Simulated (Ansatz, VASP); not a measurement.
**TiO in VASP and in Ansatz**

```xyz
2
Lattice="0.0000 2.3342 2.3342 2.3342 0.0000 2.3342 2.3342 2.3342 0.0000" Properties=species:S:1:pos:R:3 pbc="T T T"
Ti    0.0000    0.0000    0.0000
O     1.1671    1.1671    1.1671
```

Alike in both runs: task single point; functional r2SCAN; k mesh 16 × 16 × 16; occupations gaussian, width 0.1 eV; collinear spin; Hubbard terms Ti d U = 4.0 eV.

```csv
,VASP,Ansatz
version,VASP 6.6.1,Ansatz 0.2.0
potentials or method,"VASP PAW PBE potentials, release 64 (Ti_sv, O), cutoff 520 eV","scalar-relativistic, plane waves, PAW"
valence electrons in the cell,18,18
```

VASP gave:

```
gap on the k mesh at the Fermi level (eV)                     : none
pressure (GPa)                                                : 2.3
net moment per atom (μB)                                      : 0.00
size of the moment on the site where the two differ most (μB) : 0.00
```

**Question.** Estimate Ansatz's values.

**Answer.** gap on the k mesh at the Fermi level (eV): none; pressure (GPa): 26.9; net moment per atom (μB): 1.00; size of the moment on the site where the two differ most (μB): 1.33.

The net moments are unlike, so the other rows may belong to different states. VASP's potentials were made for PBE, not for r2SCAN. Site moments also hang on the region over which each program counts them. The programs project onto different local orbitals, so the same U acts differently, and such runs can settle in different states. A gap of «none» marks a metal or a gap that the smearing closes. Ansatz's warnings: filled band counts differ across k points, given moment on shells, stability check not made.
